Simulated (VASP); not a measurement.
InSb, 4 atoms in the cell. The structure is orthorhombic, space group Pmmn (No. 59). The conventional cell has a = 5.321 Å, b = 5.674 Å, c = 3.042 Å, α = 90.00°, β = 90.00°, γ = 90.00°. Within 3.6 Å of In (site symmetry mm2) lie 4 Sb at 2.71 to 2.88 Å and 2 In at 3.04 Å. Sb (site symmetry mm2) has 4 In at 2.71 to 2.88 Å and 2 Sb at 3.04 Å within 3.6 Å.  This cell differs from its parent crystal: volume scaled by 0.98.

- Program: VASP 6.6.1
- Task: electric field gradients
- Functional: LDA
- Potentials or basis: VASP PAW LDA potentials, release 64 (In_d, Sb)
- Cutoff: 520 eV
- k mesh: 6 × 6 × 11
- Occupations: fermi-dirac, width 0.08 eV
- Spin: no spin polarisation
- Dipole correction: no
- Further INCAR settings: ALGO = Normal; EDIFF = 1e-08; NBANDS = 26

Potentials or basis: VASP PAW LDA potentials, release 64 (In_d, Sb).

Launch:

```console
$ cat potpaw_LDA.64/In_d/POTCAR potpaw_LDA.64/Sb/POTCAR > POTCAR
$ mpirun -np 1 vasp_std > vasp.out
```

Hardware: 1 thread of AMD EPYC 7R43 64-Core Processor (Zen 3) (shared host).

Task: How long does it take, and how much memory?

Result: Wall time 2.9 min on 1 thread of AMD EPYC 7R43 64-Core Processor (Zen 3) (shared host), peak memory 0.29 GiB. Counts: scf iterations 14, k points 96.
